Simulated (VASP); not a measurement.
# As in VASP: a series of runs

Runs on As. Level: PBE+D3(BJ). Tasks: single point.

Everything below comes from runs of VASP 6.6.1. Logs are shortened: lines on timing, memory, paths and dates and some standing lists are left out, and cuts for length are marked.

## (1) The cell of the first run

The cell holds a slab with vacuum, 2 atoms: a = 3.463 Å, b = 3.463 Å, c = 28.574 Å, α = 90.00°, β = 90.00°, γ = 120.00°.

## (2) Single point, PBE+D3(BJ)

INCAR reads:

```
PREC     = Accurate       # precision mode
ENCUT    = 520            # plane-wave cutoff, eV
EDIFF    = 1E-6           # SCF threshold, eV
ISMEAR   = 0              # smearing method
SIGMA    = 0.02           # smearing width, eV
LREAL    = F              # projectors in reciprocal space
LASPH    = T              # aspherical terms in the spheres
NELM     = 60             # most SCF steps
ALGO     = Normal         # electronic algorithm
ISIF     = 2              # what is computed and relaxed
LWAVE    = F              # write WAVECAR
LCHARG   = F              # write CHGCAR
LDIPOL   = T            
IDIPOL   = 3            
DIPOL    = 0.5 0.5 0.500
GGA      = PE             # functional
IVDW     = 12             # dispersion correction
NBANDS   = 12             # bands
```

KPOINTS reads:

```
Automatic mesh
0
Gamma
  9 9 1
```

POSCAR reads:

```
As
1.0
    3.4630000000      0.0000000000      0.0000000000
   -1.7315000000      2.9990459733      0.0000000000
    0.0000000000      0.0000000000     28.5742413766
As
2
Direct
    0.3333333333      0.6666666667      0.5000000000
    0.6666666667      0.3333333333      0.5000000000
```

Potentials or basis: VASP PAW PBE potentials, release 64 (As).

Started as:

```bash
$ cat potpaw_PBE.64/As/POTCAR > POTCAR
$ mpirun -np 1 vasp_std > vasp.out
```

OUTCAR:

```text
PREC = Accurate
   ENCUT = 520
   EDIFF = 1E-6
   ISMEAR = 0
   LREAL = F
   LASPH = T
   NELM = 60
   ISIF = 2
   GGA = PE
   IVDW = 12
 IVDW          = 12

 ion  position               nearest neighbor table
   1  0.333  0.667  0.500-   2 2.00   2 2.00   2 2.00
   2  0.667  0.333  0.500-   1 2.00   1 2.00   1 2.00

  LATTYP: Found a hexagonal cell.
 ALAT       =     3.4630000000
 C/A-ratio  =     8.2512969612

  Lattice vectors:

 A1 = (   3.4630000000,   0.0000000000,   0.0000000000)
 A2 = (  -1.7315000000,   2.9990459733,   0.0000000000)
 A3 = (   0.0000000000,   0.0000000000,  28.5742413766)

Analysis of symmetry for initial positions (statically):
=====================================================================
 Subroutine PRICEL returns:
 Original cell was already a primitive cell.

 Routine SETGRP: Setting up the symmetry group for a
 hexagonal supercell.

 Subroutine GETGRP returns: Found 24 space group operations
 (whereof 24 operations were pure point group operations)
 out of a pool of 24 trial point group operations.

The static configuration has the point symmetry D_6h.

Analysis of symmetry for dynamics (positions and initial velocities):
=====================================================================
 Subroutine PRICEL returns:
 Original cell was already a primitive cell.

 Routine SETGRP: Setting up the symmetry group for a
 hexagonal supercell.

 Subroutine GETGRP returns: Found 24 space group operations
 (whereof 24 operations were pure point group operations)
 out of a pool of 24 trial point group operations.

The dynamic configuration has the point symmetry D_6h.

 Subroutine INISYM returns: Found 24 space group operations
 (whereof 24 operations are pure point group operations),
 and found     1 'primitive' translations

----------------------------------------------------------------------------------------

                                     Primitive cell

  volume of cell :     296.7634

  direct lattice vectors                    reciprocal lattice vectors
     3.463000000  0.000000000  0.000000000     0.288766965  0.166719685  0.000000000
    -1.731500000  2.999045973  0.000000000     0.000000000  0.333439370  0.000000000
     0.000000000  0.000000000 28.574241377     0.000000000  0.000000000  0.034996555

  length of vectors
     3.463000000  3.463000000 28.574241377     0.333439370  0.333439370  0.034996555

  position of ions in fractional coordinates (direct lattice)
     0.333333333  0.666666667  0.500000000
     0.666666667  0.333333333  0.500000000

  ion indices of the primitive-cell ions
   primitive index   ion index
                 1           1
                 2           2

----------------------------------------------------------------------------------------

 KPOINTS: Automatic mesh

Automatic generation of k-mesh.
 Grid dimensions read from file:
 generate k-points for:    9    9    1

 Generating k-lattice:

  Cartesian coordinates                     Fractional coordinates (reciprocal lattice)
     0.032085218  0.018524409  0.000000000     0.111111111  0.000000000  0.000000000
     0.000000000  0.037048819  0.000000000     0.000000000  0.111111111  0.000000000
     0.000000000  0.000000000  0.034996555     0.000000000  0.000000000  1.000000000

  Length of vectors
     0.037048819  0.037048819  0.034996555

  Shift w.r.t. Gamma in fractional coordinates (k-lattice)
     0.000000000  0.000000000  0.000000000

 Subroutine IBZKPT returns following result:
 ===========================================

 Found     12 irreducible k-points:

 Following reciprocal coordinates:
            Coordinates               Weight
  0.000000  0.000000  0.000000      1.000000
  0.111111  0.000000  0.000000      6.000000
  0.222222  0.000000  0.000000      6.000000
  0.333333  0.000000  0.000000      6.000000
  0.444444  0.000000  0.000000      6.000000
  0.111111  0.111111  0.000000      6.000000
  0.222222  0.111111  0.000000     12.000000
  0.333333  0.111111  0.000000     12.000000
  0.444444  0.111111  0.000000      6.000000
  0.222222  0.222222  0.000000      6.000000
  0.333333  0.222222  0.000000     12.000000
  0.333333  0.333333  0.000000      2.000000
   k-points           NKPTS =     12   k-points in BZ     NKDIM =     12   number of bands    NBANDS=     12
   number of dos      NEDOS =    301   number of ions     NIONS =      2
   total plane-waves  NPLWV = 169344
   dimension x,y,z NGX =    28 NGY =   28 NGZ =  216
   dimension x,y,z NGXF=    56 NGYF=   56 NGZF=  432
   ions per type =               2
   NGX,Y,Z   is equivalent  to a cutoff of  13.44, 13.44, 12.57 a.u.
   NGXF,Y,Z  is equivalent  to a cutoff of  26.88, 26.88, 25.13 a.u.
 SYSTEM =  unknown system
   PREC   = accura    normal or accurate (medium, high low for compatibility)
   ISTART =      0    job   : 0-new  1-cont  2-samecut
   ICHARG =      2    charge: 1-file 2-atom 10-const
   ISPIN  =      1    spin polarized calculation?
   LNONCOLLINEAR =      F non collinear calculations
   LSORBIT =      F    spin-orbit coupling
   LASPH  =      T    aspherical Exc in radial PAW
   ENCUT  =  520.0 eV  38.22 Ry    6.18 a.u.   6.44  6.44 53.13*2*pi/ulx,y,z
   NELM   =     60;   NELMIN=  2; NELMDL= -5     # of ELM steps
   EDIFF  = 0.1E-05   stopping-criterion for ELM
   LREAL  =      F    real-space projection
   EDIFFG = 0.1E-04   stopping-criterion for IOM
   NSW    =      0    number of steps for IOM
   IBRION =     -1    ionic relax: 0-MD 1-quasi-New 2-CG
   NFREE  =      0    steps in history (QN), initial steepest desc. (CG)
   ISIF   =      2    stress and relaxation
   ISYM   =      2    0-nonsym 1-usesym 2-fastsym
   POTIM  = 0.5000    time-step for ionic-motion
   TEBEG  =    0.0;   TEEND  =   0.0 temperature during run
   PSTRESS=    0.0 pullay stress
   NELECT =      10.0000    total number of electrons
   NUPDOWN=      -1.0000    fix difference up-down
   EMIN   =  10.00;   EMAX   =-10.00  energy-range for DOS
   EFERMI =   0.00;   METHOD = LEGACY
   ISMEAR =     0;   SIGMA  =   0.02  broadening in eV -4-tet -1-fermi 0-gaus
   EFERMI_NEDOS =   21; number of points for ismear=-14 and -15
   IALGO  =     38    algorithm
   IMIX   =      4    mixing-type and parameters
     AMIX     =   0.40;   BMIX     =  1.00
     AMIX_MAG =   1.60;   BMIX_MAG =  1.00
  volume/ion in A,a.u.               =     148.38      1001.33
  Fermi-wavevector in a.u.,A,eV,Ry     =   0.528776  0.999241  3.804238  0.279604
  Thomas-Fermi vector in A             =   1.550564
   LORBIT       =      0    0 simple, 1 ext, 2 COOP (PROOUT), +10 PAW based schemes
   GGA     = PE    functional components
   LHFCALC =     F    Hartree Fock is set to
   AEXX    =    0.0000 exact exchange contribution
   IVDW    =    12    specifies the selected vdW correction
   LEPSILON=     F    determine dielectric tensor
   LRPA    =     F    only Hartree local field effects (RPA)
 non-spin polarized calculation
 Gauss-broadening in eV      SIGMA  =   0.02
  energy-cutoff  :      520.00
  volume of cell :      296.76
 maximum number of plane-waves:      8061
 NGX is ok and might be reduce to    28
   NGX = 13   NGY = 13   NGZ =107

 number of electron      10.0000000 magnetization

 dipolmoment           0.000000      0.000000      0.000000 electrons x Angstroem

 number of electron       9.9999999 magnetization

 dipolmoment           0.000000      0.000000     -0.000000 electrons x Angstroem

 Free energy of the ion-electron system (eV)
  ---------------------------------------------------
  ext. energy  EPLUGINS =         0.00000000
  ---------------------------------------------------
  free energy    TOTEN  =        -2.52275271 eV

  energy without entropy =       -2.52258257  energy(sigma->0) =       -2.52266764

 E-fermi :  -2.2235     XC(G=0):  -1.6569

 val. band max:       -2.2581626711   @ k =   0.3333   0.1111   0.0000
 cond. band min:      -2.1928764605   @ k =   0.2222   0.2222   0.0000
 fundamental gap:      0.0652862106
 Fermi energy:        -2.2234866250

 k-point     1 :       0.0000    0.0000    0.0000
  band No.  band energies     occupation
      1     -20.7160      2.00000
      2      -8.9749      2.00000
      3      -7.1240      2.00000
      4      -7.1240      2.00000
      5      -3.1732      2.00000
      6      -0.7302      0.00000
      7      -0.7302      0.00000
      8      -0.3635      0.00000
      9       1.0278      0.00000
     10       1.3506      0.00000
     11       1.7245      0.00000
     12       1.8886      0.00000

 k-point     2 :       0.1111    0.0000    0.0000
  band No.  band energies     occupation
      1     -20.5271      2.00000
      2      -8.7794      2.00000
      3      -8.6359      2.00000
      4      -7.5104      2.00000
      5      -2.2672      1.99799
      6      -0.4849      0.00000
      7      -0.1548      0.00000
      8       0.0380      0.00000
      9       1.2298      0.00000
     10       1.5569      0.00000
     11       1.9293      0.00000
     12       2.0941      0.00000

 k-point     3 :       0.2222    0.0000    0.0000
  band No.  band energies     occupation
      1     -19.9661      2.00000
      2     -11.0729      2.00000
      3      -8.2735      2.00000
      4      -8.2031      2.00000
      5      -2.6262      2.00000
      6       0.4360      0.00000
      7       0.5262      0.00000
      8       1.8258      0.00000
      9       1.8406      0.00000
     10       1.9416      0.00000
     11       2.1758      0.00000
     12       2.5446      0.00000
[... 106 lines left out ...]
 k-point    11 :       0.3333    0.2222    0.0000
  band No.  band energies     occupation
      1     -17.4380      2.00000
      2     -15.3530      2.00000
      3     -11.2153      2.00000
      4      -5.6857      2.00000
      5      -3.5752      2.00000
      6       0.1875      0.00000
      7       1.8517      0.00000
      8       3.1958      0.00000
      9       3.3578      0.00000
     10       5.0223      0.00000
     11       5.2651      0.00000
     12       5.5512      0.00000

 k-point    12 :       0.3333    0.3333    0.0000
  band No.  band energies     occupation
      1     -16.3670      2.00000
      2     -16.3670      2.00000
      3     -11.7655      2.00000
      4      -4.6223      2.00000
      5      -4.6223      2.00000
      6       1.2996      0.00000
      7       2.9183      0.00000
      8       2.9183      0.00000
      9       3.4430      0.00000
     10       5.1277      0.00000
     11       5.1277      0.00000
     12       6.0463      0.00000

------------------------ aborting loop because EDIFF is reached ----------------------------------------

 vacuum level on the upper side and lower side of the slab       (xc-potential included)        -0.007        -0.007

 Edisp (eV)   -0.47299

 E8    (eV) :    -0.2148

  FORCE on cell =-STRESS in cart. coord.  units (eV):
  Direction    XX          YY          ZZ          XY          YZ          ZX
  --------------------------------------------------------------------------------------
  -------------------------------------------------------------------------------------
  Total      29.91259    29.91259    -0.00309     0.00000     0.00000     0.00000
  in kB     161.49324   161.49324    -0.01669     0.00000     0.00000     0.00000
  external pressure =      107.66 kB  Pullay stress =        0.00 kB

 VOLUME and BASIS-vectors are now :
 -----------------------------------------------------------------------------
  energy-cutoff  :      520.00
  volume of cell :      296.76
      direct lattice vectors                 reciprocal lattice vectors
     3.463000000  0.000000000  0.000000000     0.288766965  0.166719685  0.000000000
    -1.731500000  2.999045973  0.000000000     0.000000000  0.333439370  0.000000000
     0.000000000  0.000000000 28.574241377     0.000000000  0.000000000  0.034996555

 POSITION                                       TOTAL-FORCE (eV/Angst)
 -----------------------------------------------------------------------------------
     -0.00000      1.99936     14.28712        -0.000000      0.000000      0.000000
      1.73150      0.99968     14.28712         0.000000      0.000000     -0.000000
 -----------------------------------------------------------------------------------
    total drift:                                0.000000     -0.000000     -0.000000

  FREE ENERGIE OF THE ION-ELECTRON SYSTEM (eV)
  ---------------------------------------------------
  free  energy   TOTEN  =        -2.9957394370 eV

  energy  without entropy=       -2.9955692995  energy(sigma->0) =       -2.99565437

 vacuum level on the upper side and lower side of the slab         1.332         1.332
```

It took 1.7 min on 1 thread of Intel Xeon Platinum 8259CL at 2.50GHz (Skylake/Cascade Lake), shared host; peak memory 0.39 GiB.

Results:

```
Free energy                : -2.9957 eV
Band gap on the k mesh     : zero (band 5 reaches -1.38 eV, above the bottom of band 6 at -3.23 eV)
Dispersion energy per atom : -0.236 eV
```

## (3) Single point, PBE+D3(BJ)

This run uses another cell than the first one, of 153.39 Å³/atom, 1.034 times its volume.

INCAR reads:

```
SYSTEM = As
PREC = Accurate
ENCUT = 520
EDIFF = 1E-6
ISMEAR = 0
SIGMA = 0.02
LREAL = .False.
LASPH = .True.
NELM = 100
ALGO = Normal
ISIF = 2
LWAVE = .False.
LCHARG = .True.
LDIPOL = .True.
IDIPOL = 3
DIPOL = 0.5 0.5 0.500
GGA = PE
IVDW = 12
LELF = .True.
LVHAR = .True.
LVACPOTAV = .True.
NBANDS = 12
```

KPOINTS reads:

```
regular mesh
0
Gamma
  9 9 1
  0 0 0
```

POSCAR reads:

```
As
1.0
    3.5210000000      0.0000000000      0.0000000000
   -1.7605000000      3.0492754467      0.0000000000
    0.0000000000      0.0000000000     28.5742413766
As
2
Direct
    0.3333333333      0.6666666667      0.5000000000
    0.6666666667      0.3333333333      0.5000000000
```

Potentials or basis: VASP PAW PBE potentials, release 64 (As).

Started as:

```bash
$ cat potpaw_PBE.64/As/POTCAR > POTCAR
$ mpirun -np 1 vasp_std > vasp.out
```

OUTCAR:

```text
SYSTEM = As
   PREC = Accurate
   ENCUT = 520
   EDIFF = 1E-6
   ISMEAR = 0
   LREAL = .False.
   LASPH = .True.
   NELM = 100
   ISIF = 2
   GGA = PE
   IVDW = 12
 IVDW          = 12

 ion  position               nearest neighbor table
   1  0.333  0.667  0.500-   2 2.03   2 2.03   2 2.03
   2  0.667  0.333  0.500-   1 2.03   1 2.03   1 2.03

  LATTYP: Found a hexagonal cell.
 ALAT       =     3.5210000000
 C/A-ratio  =     8.1153767045

  Lattice vectors:

 A1 = (   3.5210000000,   0.0000000000,   0.0000000000)
 A2 = (  -1.7605000000,   3.0492754467,   0.0000000000)
 A3 = (   0.0000000000,   0.0000000000,  28.5742413766)

Analysis of symmetry for initial positions (statically):
=====================================================================
 Subroutine PRICEL returns:
 Original cell was already a primitive cell.

 Routine SETGRP: Setting up the symmetry group for a
 hexagonal supercell.

 Subroutine GETGRP returns: Found 24 space group operations
 (whereof 24 operations were pure point group operations)
 out of a pool of 24 trial point group operations.

The static configuration has the point symmetry D_6h.

Analysis of symmetry for dynamics (positions and initial velocities):
=====================================================================
 Subroutine PRICEL returns:
 Original cell was already a primitive cell.

 Routine SETGRP: Setting up the symmetry group for a
 hexagonal supercell.

 Subroutine GETGRP returns: Found 24 space group operations
 (whereof 24 operations were pure point group operations)
 out of a pool of 24 trial point group operations.

The dynamic configuration has the point symmetry D_6h.

 Subroutine INISYM returns: Found 24 space group operations
 (whereof 24 operations are pure point group operations),
 and found     1 'primitive' translations

----------------------------------------------------------------------------------------

                                     Primitive cell

  volume of cell :     306.7873

[... 115 lines left out ...]

 number of electron      10.0000000 magnetization

 dipolmoment           0.000000      0.000000     -0.000000 electrons x Angstroem

 Free energy of the ion-electron system (eV)
  ---------------------------------------------------
  ext. energy  EPLUGINS =         0.00000000
  ---------------------------------------------------
  free energy    TOTEN  =        -3.46576300 eV

  energy without entropy =       -3.46576300  energy(sigma->0) =       -3.46576300

 E-fermi :  -2.4523     XC(G=0):  -1.6362

 val. band max:       -2.5497211876   @ k =   0.3333   0.1111   0.0000
 cond. band min:      -2.3404720262   @ k =   0.2222   0.2222   0.0000
 fundamental gap:      0.2092491614
 Fermi energy:        -2.4523380009

 k-point     1 :       0.0000    0.0000    0.0000
  band No.  band energies     occupation
      1     -20.4677      2.00000
      2      -8.8269      2.00000
      3      -7.2593      2.00000
      4      -7.2593      2.00000
      5      -3.8869      2.00000
      6      -0.9426      0.00000
      7      -0.9426      0.00000
      8      -0.3635      0.00000
      9       1.0040      0.00000
     10       1.3308      0.00000
     11       1.7089      0.00000
     12       1.8619      0.00000
[... 151 lines left out ...]
 k-point    12 :       0.3333    0.3333    0.0000
  band No.  band energies     occupation
      1     -16.3036      2.00000
      2     -16.3036      2.00000
      3     -11.6043      2.00000
      4      -4.6687      2.00000
      5      -4.6687      2.00000
      6       1.2553      0.00000
      7       2.4409      0.00000
      8       2.4409      0.00000
      9       3.1634      0.00000
     10       4.8810      0.00000
     11       4.8810      0.00000
     12       5.8609      0.00000

------------------------ aborting loop because EDIFF is reached ----------------------------------------

 vacuum level on the upper side and lower side of the slab       (xc-potential included)        -0.122        -0.122

 Edisp (eV)   -0.45697

 E8    (eV) :    -0.2077

  FORCE on cell =-STRESS in cart. coord.  units (eV):
  Direction    XX          YY          ZZ          XY          YZ          ZX
  --------------------------------------------------------------------------------------
  -------------------------------------------------------------------------------------
  Total      25.94052    25.94052    -0.00321     0.00000     0.00000    -0.00000
  in kB     135.47273   135.47273    -0.01676     0.00000     0.00000    -0.00000
  external pressure =       90.31 kB  Pullay stress =        0.00 kB

 VOLUME and BASIS-vectors are now :
 -----------------------------------------------------------------------------
  energy-cutoff  :      520.00
  volume of cell :      306.79
      direct lattice vectors                 reciprocal lattice vectors
     3.521000000  0.000000000  0.000000000     0.284010224  0.163973379  0.000000000
    -1.760500000  3.049275447  0.000000000     0.000000000  0.327946759  0.000000000
     0.000000000  0.000000000 28.574241377     0.000000000  0.000000000  0.034996555

 POSITION                                       TOTAL-FORCE (eV/Angst)
 -----------------------------------------------------------------------------------
     -0.00000      2.03285     14.28712         0.000000     -0.000000      0.000000
      1.76050      1.01643     14.28712        -0.000000      0.000000      0.000000
 -----------------------------------------------------------------------------------
    total drift:                               -0.000000      0.000000     -0.000000

  FREE ENERGIE OF THE ION-ELECTRON SYSTEM (eV)
  ---------------------------------------------------
  free  energy   TOTEN  =        -3.9227351406 eV

  energy  without entropy=       -3.9227351406  energy(sigma->0) =       -3.92273514

 vacuum level on the upper side and lower side of the slab         1.309         1.309
```

stdout:

```text
POSCAR found type information on POSCAR As
 POSCAR found :  1 types and       2 ions
 scaLAPACK will be used
 LDA part: xc-table for (Slater+PW92), standard interpolation
 POSCAR, INCAR and KPOINTS ok, starting setup
 FFT: planning ... GRIDC
 FFT: planning ... GRID_SOFT
 FFT: planning ... GRID
 WAVECAR not read
 entering main loop
```

It took 92 s on 1 thread of Intel Xeon Platinum 8259CL at 2.50GHz (Skylake/Cascade Lake), shared host; peak memory 0.41 GiB.

Results:

```
Free energy                     : -3.9227 eV
Band gap on the k mesh          : zero (band 5 reaches -1.90 eV, above the bottom of band 6 at -3.31 eV)
Dispersion energy per atom      : -0.228 eV
Work function of the upper face : 3.76 eV
Work function of the lower face : 3.76 eV
```

(Continued in part 2 of 2.)
